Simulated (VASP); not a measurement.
# H5ClO2 (P2_1/c) in VASP: electric field gradients with r2SCAN

Aim: the electric field gradients of H5ClO2 with r2SCAN.

Everything below comes from runs of VASP 6.6.1. Logs are shortened: lines on timing, memory, paths and dates and some standing lists are left out, and cuts for length are marked.

### Step 1. The cell of the first run

Symmetry: P2_1/c, No. 14, monoclinic system. The conventional cell has a = 3.924 Å, b = 11.984 Å, c = 6.713 Å, α = 90.00°, β = 100.91°, γ = 90.00°. H (site symmetry 1) has 1 O at 0.98 Å within 1.3 Å. Within 1.3 Å of H (site symmetry 1) lie 1 O at 0.98 Å. H (site symmetry 1) has 1 O at 1.00 Å within 1.3 Å. H (site symmetry 1) has 2 O at 1.12 to 1.30 Å within 1.5 Å. H (site symmetry 1) has 1 O at 1.00 Å within 1.3 Å. Cl (site symmetry 1) has 4 H at 2.00 to 2.14 Å within 2.7 Å. Within 1.3 Å of O (site symmetry 1) lie 3 H at 0.98 to 1.30 Å. Within 1.3 Å of O (site symmetry 1) lie 3 H at 1.00 to 1.12 Å.

### Step 2. Electric field gradients, r2SCAN

POSCAR reads:

```
H5ClO2
1.0
    3.9244822036      0.0000000000      0.0000000000
    0.0000000000     11.9843048800      0.0000000000
   -1.2699805037      0.0000000000      6.5916533309
H Cl O
20 4 8
Direct
    0.2260846600      0.6022843000      0.9066360400
    0.7739153400      0.1022843000      0.5933639600
    0.7739153400      0.3977157000      0.0933639600
    0.2260846600      0.8977157000      0.4066360400
    0.2179284100      0.4810123400      0.8072908100
    0.7820715900      0.9810123400      0.6927091900
    0.7820715900      0.5189876600      0.1927091900
    0.2179284100      0.0189876600      0.3072908100
    0.7093332500      0.6935539600      0.5691990000
    0.2906667500      0.1935539600      0.9308010000
    0.2906667500      0.3064460400      0.4308010000
    0.7093332500      0.8064460400      0.0691990000
    0.4336477500      0.9026756000      0.1534052600
    0.5663522500      0.4026756000      0.3465947400
    0.5663522500      0.0973244000      0.8465947400
    0.4336477500      0.5973244000      0.6534052600
    0.3801928300      0.8517784200      0.9054185100
    0.6198071700      0.3517784200      0.5945814900
    0.6198071700      0.1482215800      0.0945814900
    0.3801928300      0.6482215800      0.4054185100
    0.0249961500      0.8269215500      0.6528349900
    0.9750038500      0.3269215500      0.8471650100
    0.9750038500      0.1730784500      0.3471650100
    0.0249961500      0.6730784500      0.1528349900
    0.3106757600      0.5569795800      0.8043359800
    0.6893242400      0.0569795800      0.6956640200
    0.6893242400      0.4430204200      0.1956640200
    0.3106757600      0.9430204200      0.3043359800
    0.5580441200      0.6275571500      0.5270770500
    0.4419558800      0.1275571500      0.9729229500
    0.4419558800      0.3724428500      0.4729229500
    0.5580441200      0.8724428500      0.0270770500
```

INCAR.step1 reads:

```
PREC = Accurate
ENCUT = 520
ISMEAR = -1
SIGMA = 0.02
LREAL = Auto
LASPH = T
NELM = 100
NBANDS = 70
GGA = PE
ALGO = Normal
EDIFF = 1E-4
LWAVE = T
LCHARG = F
```

INCAR.step2 reads:

```
PREC = Accurate
ENCUT = 520
EDIFF = 1E-8
ISMEAR = -1
SIGMA = 0.02
LREAL = Auto
LASPH = T
NELM = 100
ALGO = Normal
ISIF = 2
LWAVE = F
LCHARG = F
METAGGA = R2SCAN
LMIXTAU = T
LEFG = T
NBANDS = 70
ISTART = 1
```

KPOINTS reads:

```
regular mesh
0
Gamma
  6 2 4
```

Potentials or basis: VASP PAW PBE potentials, release 64 (H, Cl, O).

Run with:

```console
cat potpaw_PBE.64/H/POTCAR potpaw_PBE.64/Cl/POTCAR potpaw_PBE.64/O/POTCAR > POTCAR
cp INCAR.step1 INCAR
mpirun -np 1 vasp_std > vasp.out
cp INCAR.step2 INCAR
mpirun -np 1 vasp_std > vasp.out
```

OUTCAR:

```text
PREC = Accurate
   ENCUT = 520
   EDIFF = 1E-8
   ISMEAR = -1
   LREAL = Auto
   LASPH = T
   NELM = 100
   ISIF = 2
   METAGGA = R2SCAN
   ISTART = 1

 ion  position               nearest neighbor table
   1  0.226  0.602  0.907-  25 0.98
   2  0.774  0.102  0.593-  26 0.98
   3  0.774  0.398  0.093-  27 0.98
   4  0.226  0.898  0.407-  28 0.98
   5  0.218  0.481  0.807-  25 0.98
   6  0.782  0.981  0.693-  26 0.98
   7  0.782  0.519  0.193-  27 0.98
   8  0.218  0.019  0.307-  28 0.98
   9  0.709  0.694  0.569-  29 1.00
  10  0.291  0.194  0.931-  30 1.00
  11  0.291  0.306  0.431-  31 1.00
  12  0.709  0.806  0.069-  32 1.00
  13  0.434  0.903  0.153-  32 1.12  28 1.30
  14  0.566  0.403  0.347-  31 1.12  27 1.30
  15  0.566  0.097  0.847-  30 1.12  26 1.30
  16  0.434  0.597  0.653-  29 1.12  25 1.30
  17  0.380  0.852  0.905-  32 1.00
  18  0.620  0.352  0.595-  31 1.00
  19  0.620  0.148  0.095-  30 1.00
  20  0.380  0.648  0.405-  29 1.00
  21  0.025  0.827  0.653-
  22  0.975  0.327  0.847-
  23  0.975  0.173  0.347-
  24  0.025  0.673  0.153-
  25  0.311  0.557  0.804-   1 0.98   5 0.98  16 1.30
  26  0.689  0.057  0.696-   2 0.98   6 0.98  15 1.30
  27  0.689  0.443  0.196-   3 0.98   7 0.98  14 1.30
  28  0.311  0.943  0.304-   4 0.98   8 0.98  13 1.30
  29  0.558  0.628  0.527-   9 1.00  20 1.00  16 1.12
  30  0.442  0.128  0.973-  10 1.00  19 1.00  15 1.12
  31  0.442  0.372  0.473-  11 1.00  18 1.00  14 1.12
  32  0.558  0.872  0.027-  12 1.00  17 1.00  13 1.12

  LATTYP: Found a simple monoclinic cell.
 ALAT       =     3.9244822036
 B/A-ratio  =     3.0537289401
 C/A-ratio  =     1.7105132920
 COS(beta)  =    -0.1891856696

  Lattice vectors:

 A1 = (   3.9244822036,   0.0000000000,   0.0000000000)
 A2 = (   0.0000000000,  11.9843048800,   0.0000000000)
 A3 = (  -1.2699805037,   0.0000000000,   6.5916533309)

Analysis of symmetry for initial positions (statically):
=====================================================================
 Subroutine PRICEL returns:
 Original cell was already a primitive cell.

 Routine SETGRP: Setting up the symmetry group for a
 simple monoclinic supercell.

 Subroutine GETGRP returns: Found  4 space group operations
 (whereof  2 operations were pure point group operations)
 out of a pool of  4 trial point group operations.

The static configuration has the point symmetry S_2 .
 The point group associated with its full space group is C_2h.

Analysis of symmetry for dynamics (positions and initial velocities):
=====================================================================
 Subroutine PRICEL returns:
 Original cell was already a primitive cell.

 Routine SETGRP: Setting up the symmetry group for a
 simple monoclinic supercell.

 Subroutine GETGRP returns: Found  4 space group operations
 (whereof  2 operations were pure point group operations)
 out of a pool of  4 trial point group operations.

The dynamic configuration has the point symmetry S_2 .
 The point group associated with its full space group is C_2h.

 Subroutine INISYM returns: Found  4 space group operations
 (whereof  2 operations are pure point group operations),
 and found     1 'primitive' translations

----------------------------------------------------------------------------------------

                                     Primitive cell

  volume of cell :     310.0199

  direct lattice vectors                    reciprocal lattice vectors
     3.924482204  0.000000000  0.000000000     0.254810685  0.000000000  0.049093086
     0.000000000 11.984304880  0.000000000     0.000000000  0.083442470  0.000000000
    -1.269980504  0.000000000  6.591653331     0.000000000  0.000000000  0.151707007

  length of vectors
     3.924482204 11.984304880  6.712878974     0.259496852  0.083442470  0.151707007

[... 143 lines left out ...]
   NSW    =      0    number of steps for IOM
   IBRION =     -1    ionic relax: 0-MD 1-quasi-New 2-CG
   NFREE  =      0    steps in history (QN), initial steepest desc. (CG)
   ISIF   =      2    stress and relaxation
   ISYM   =      2    0-nonsym 1-usesym 2-fastsym
   POTIM  = 0.5000    time-step for ionic-motion
   TEBEG  =    0.0;   TEEND  =   0.0 temperature during run
   PSTRESS=    0.0 pullay stress
   NELECT =      96.0000    total number of electrons
   NUPDOWN=      -1.0000    fix difference up-down
   EMIN   =  10.00;   EMAX   =-10.00  energy-range for DOS
   EFERMI =   0.00;   METHOD = LEGACY
   ISMEAR =    -1;   SIGMA  =   0.02  broadening in eV -4-tet -1-fermi 0-gaus
   EFERMI_NEDOS =   21; number of points for ismear=-14 and -15
   IALGO  =     38    algorithm
   IMIX   =      4    mixing-type and parameters
     AMIX     =   0.40;   BMIX     =  1.00
     AMIX_MAG =   1.60;   BMIX_MAG =  1.00
  volume/ion in A,a.u.               =       9.69        65.38
  Fermi-wavevector in a.u.,A,eV,Ry     =   1.107564  2.092992 16.690231  1.226697
  Thomas-Fermi vector in A             =   2.244080
   LORBIT       =      0    0 simple, 1 ext, 2 COOP (PROOUT), +10 PAW based schemes
   METAGGA = R2SCAN    functional components
   LHFCALC =     F    Hartree Fock is set to
   AEXX    =    0.0000 exact exchange contribution
   IVDW    =     0    specifies the selected vdW correction
   LEPSILON=     F    determine dielectric tensor
   LRPA    =     F    only Hartree local field effects (RPA)
 non-spin polarized calculation
  energy-cutoff  :      520.00
  volume of cell :      310.02
 maximum number of plane-waves:      8372
 NGX is ok and might be reduce to    30
   NGX = 15   NGY = 45   NGZ = 25

 number of electron      95.9999978 magnetization

 Free energy of the ion-electron system (eV)
  ---------------------------------------------------
  ext. energy  EPLUGINS =         0.00000000
  ---------------------------------------------------
  free energy    TOTEN  =      -172.28503680 eV

  energy without entropy =     -172.28503680  energy(sigma->0) =     -172.28503680

 E-fermi :  -1.5302     XC(G=0):  -8.5248

 val. band max:       -2.0434273661   @ k =   0.0000   0.0000   0.0000
 cond. band min:       3.8647052725   @ k =   0.0000   0.0000   0.0000
 fundamental gap:      5.9081326386
 Fermi energy:        -1.5302273244

 k-point     1 :       0.0000    0.0000    0.0000
  band No.  band energies     occupation
      1     -23.6227      2.00000
      2     -23.5973      2.00000
      3     -23.5323      2.00000
      4     -23.5106      2.00000
      5     -22.3076      2.00000
      6     -22.2966      2.00000
[... 1501 lines left out ...]
     59       8.4611      0.00000
     60       8.4611      0.00000

 [... further k-points ...]

 [bands above 60 left out]

------------------------ aborting loop because EDIFF is reached ----------------------------------------

  FORCE on cell =-STRESS in cart. coord.  units (eV):
  Direction    XX          YY          ZZ          XY          YZ          ZX
  --------------------------------------------------------------------------------------
  -------------------------------------------------------------------------------------
  Total       -0.1670757     -0.1392080     -0.0533788      0.0000000      0.0000000      0.0079917
  in kB       -0.8634444     -0.7194246     -0.2758606      0.0000000      0.0000000      0.0413011
  external PRESSURE =      -0.6195765 kB  Pullay stress =       0.0000000 kB

 VOLUME and BASIS-vectors are now :
 -----------------------------------------------------------------------------
  energy-cutoff  :      520.00
  volume of cell :      310.02
      direct lattice vectors                 reciprocal lattice vectors
     3.924482204  0.000000000  0.000000000     0.254810685  0.000000000  0.049093086
     0.000000000 11.984304880  0.000000000     0.000000000  0.083442470  0.000000000
    -1.269980504  0.000000000  6.591653331     0.000000000  0.000000000  0.151707007

 POSITION                                       TOTAL-FORCE (eV/Angst)
 -----------------------------------------------------------------------------------
     -0.26414      7.21796      5.97623        -0.002585      0.003287      0.001296
      2.28366      1.22581      3.91125         0.002585      0.003287     -0.001296
      2.91865      4.76635      0.61542         0.002585     -0.003287     -0.001296
      0.37085     10.75850      2.68040        -0.002585     -0.003287      0.001296
     -0.16999      5.76460      5.32138         0.001521     -0.006656     -0.001335
      2.18950     11.75675      4.56610        -0.001521     -0.006656      0.001335
[... 24 lines left out ...]
      1.13385      4.46347      3.11734        -0.008777      0.002387     -0.001589
      2.15565     10.45562      0.17848         0.008777      0.002387      0.001589
 -----------------------------------------------------------------------------------
    total drift:                                0.000000      0.000000     -0.000000

  FREE ENERGIE OF THE ION-ELECTRON SYSTEM (eV)
  ---------------------------------------------------
  free  energy   TOTEN  =      -172.2850367968 eV

  energy  without entropy=     -172.2850367968  energy(sigma->0) =     -172.28503680

 Electric field gradients (V/A^2)
---------------------------------------------------------------------
 ion       V_xx      V_yy      V_zz      V_xy      V_xz      V_yz
---------------------------------------------------------------------
   1      -7.140     1.308     5.832   -12.252   -17.940    20.085
   2      -7.140     1.308     5.832    12.252   -17.940   -20.085
   3      -7.140     1.308     5.832   -12.252   -17.940    20.085
   4      -7.140     1.308     5.832    12.252   -17.940   -20.085
   5     -11.047    27.825   -16.778    17.548    -2.404     0.857
   6     -11.047    27.825   -16.778   -17.548    -2.404    -0.857
[... 24 lines left out ...]
  31     -14.983   -24.947    39.930    86.416    63.456   -25.582
  32     -14.983   -24.947    39.930   -86.416    63.456    25.582
---------------------------------------------------------------------

 Electric field gradients after diagonalization (V/A^2)
 (convention: |V_zz| > |V_xx| > |V_yy|)
----------------------------------------------------------------------
 ion       V_xx      V_yy      V_zz     asymmetry (V_yy - V_xx)/ V_zz
----------------------------------------------------------------------
   1     -20.054   -14.814    34.868       0.150
   2     -20.054   -14.814    34.868       0.150
   3     -20.054   -14.814    34.868       0.150
   4     -20.054   -14.814    34.868       0.150
   5     -19.889   -14.685    34.574       0.150
   6     -19.889   -14.685    34.574       0.150
[... 24 lines left out ...]
  31      91.811    38.044  -129.855       0.414
  32      91.811    38.044  -129.855       0.414
----------------------------------------------------------------------

           NMR quadrupolar parameters

 Cq : quadrupolar parameter    Cq=e*Q*V_zz/h
 eta: asymmetry parameters     (V_yy - V_xx)/ V_zz
 Q  : nuclear electric quadrupole moment in mb (millibarn)
----------------------------------------------------------------------
 ion       Cq(MHz)       eta       Q (mb)
----------------------------------------------------------------------
   1       0.084       0.150       1.000
   2       0.084       0.150       1.000
   3       0.084       0.150       1.000
   4       0.084       0.150       1.000
   5       0.084       0.150       1.000
   6       0.084       0.150       1.000
[... 24 lines left out ...]
  31      -0.314       0.414       1.000
  32      -0.314       0.414       1.000
----------------------------------------------------------------------
```

Wall time 26 min (1 thread of Intel Xeon Platinum 8559C (Emerald Rapids), shared host); peak memory 0.59 GiB.

What came out:

* Free energy: -172.2850 eV
* Pressure: -0.1 GPa
* Largest force: 0.020 eV/Å
* Band gap on the k mesh: 5.91 eV, direct

Forces on the atoms (eV/Å):
```
H   -0.003  0.003  0.001
H    0.003  0.003 -0.001
H    0.003 -0.003 -0.001
H   -0.003 -0.003  0.001
H    0.002 -0.007 -0.001
H   -0.002 -0.007  0.001
H   -0.002  0.007  0.001
H    0.002  0.007 -0.001
H   -0.005 -0.002 -0.004
H    0.005 -0.002  0.004
H    0.005  0.002  0.004
H   -0.005  0.002 -0.004
H    0.006 -0.001  0.006
H   -0.006 -0.001 -0.006
H   -0.006  0.001 -0.006
H    0.006  0.001  0.006
H    0.002 -0.008 -0.008
H   -0.002 -0.008  0.008
H   -0.002  0.008  0.008
H    0.002  0.008 -0.008
Cl   0.001 -0.001 -0.002
Cl  -0.001 -0.001  0.002
Cl  -0.001  0.001  0.002
Cl   0.001  0.001 -0.002
O    0.008 -0.004 -0.018
O   -0.008 -0.004  0.018
O   -0.008  0.004  0.018
O    0.008  0.004 -0.018
O    0.009 -0.002  0.002
O   -0.009 -0.002 -0.002
O   -0.009  0.002 -0.002
O    0.009  0.002  0.002
```

Electric field gradients, principal values (V/Å²):
```csv
atom,least,middle,greatest (by size)
1 H,-14.814,-20.054,34.868
2 H,-14.814,-20.054,34.868
3 H,-14.814,-20.054,34.868
4 H,-14.814,-20.054,34.868
5 H,-14.685,-19.889,34.574
6 H,-14.685,-19.889,34.574
7 H,-14.685,-19.889,34.574
8 H,-14.685,-19.889,34.574
9 H,-12.777,-16.736,29.513
10 H,-12.777,-16.736,29.513
11 H,-12.777,-16.736,29.513
12 H,-12.777,-16.736,29.513
13 H,-2.082,-4.755,6.837
14 H,-2.082,-4.755,6.837
15 H,-2.082,-4.755,6.837
16 H,-2.082,-4.755,6.837
17 H,-12.324,-16.260,28.584
18 H,-12.324,-16.260,28.584
19 H,-12.324,-16.260,28.584
20 H,-12.324,-16.260,28.584
21 Cl,-4.181,-23.105,27.286
22 Cl,-4.181,-23.105,27.286
23 Cl,-4.181,-23.105,27.286
24 Cl,-4.181,-23.105,27.286
25 O,37.830,117.905,-155.735
26 O,37.830,117.905,-155.735
27 O,37.830,117.905,-155.735
28 O,37.830,117.905,-155.735
29 O,38.044,91.811,-129.855
30 O,38.044,91.811,-129.855
31 O,38.044,91.811,-129.855
32 O,38.044,91.811,-129.855
```

Caveat: without QUAD_EFG the Cq values of the log hold for a quadrupole moment of 1 mb, not for the nuclei; the PAW data sets were made with another functional, which shifts forces and pressure a little.
